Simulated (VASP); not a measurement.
Here is a VASP 6.6.1 calculation.

File INCAR:

```
PREC     = Accurate       # precision mode
ENCUT    = 520            # plane-wave cutoff, eV
EDIFF    = 1E-6           # SCF threshold, eV
ISMEAR   = 0              # smearing method
SIGMA    = 0.1            # smearing width, eV
LREAL    = False          # projectors in reciprocal space
LASPH    = True           # aspherical terms in the spheres
NELM     = 80             # most SCF steps
ALGO     = Normal         # electronic algorithm
ISIF     = 2              # what is computed and relaxed
LWAVE    = False          # write WAVECAR
LCHARG   = False          # write CHGCAR
GGA      = PE             # functional
NBANDS   = 24             # bands
```

Contents of KPOINTS:

```
Automatic mesh
0
Gamma
  4 4 6
```

POSCAR

```
SiB4Mo
1.0
    3.1151178000     -3.6055790800      0.0000000000
    3.1151178000      3.6055790800      0.0000000000
    0.0000000000      0.0000000000      3.3332018700
Si B Mo
1 4 1
Direct
    0.0000000000      0.0000000000      0.5000000000
    0.0145117000      0.2932447000      0.0000000000
    0.9854883000      0.7067553000      0.0000000000
    0.2932447000      0.0145117000      0.0000000000
    0.7067553000      0.9854883000      0.0000000000
    0.5000000000      0.5000000000      0.0000000000
```

Potentials or basis: VASP PAW PBE potentials, release 64 (Si, B, Mo_sv).

Command:

```sh
$ cat potpaw_PBE.64/Si/POTCAR potpaw_PBE.64/B/POTCAR potpaw_PBE.64/Mo_sv/POTCAR > POTCAR
$ mpirun -np 1 vasp_std > vasp.out
```

(1) Predict the pressure.

(2) Predict the largest force.

(3) Predict the band gap on the k mesh.

Answers

(1) -25.2 GPa.

(2) 1.939 eV/Å.

(3) zero (bands 15 and 16 overlap by 1.76 eV).

Caveat: the cell stands under tension; forces of over 1 eV/Å act on the atoms, so gaps and moduli don't describe the material at rest.
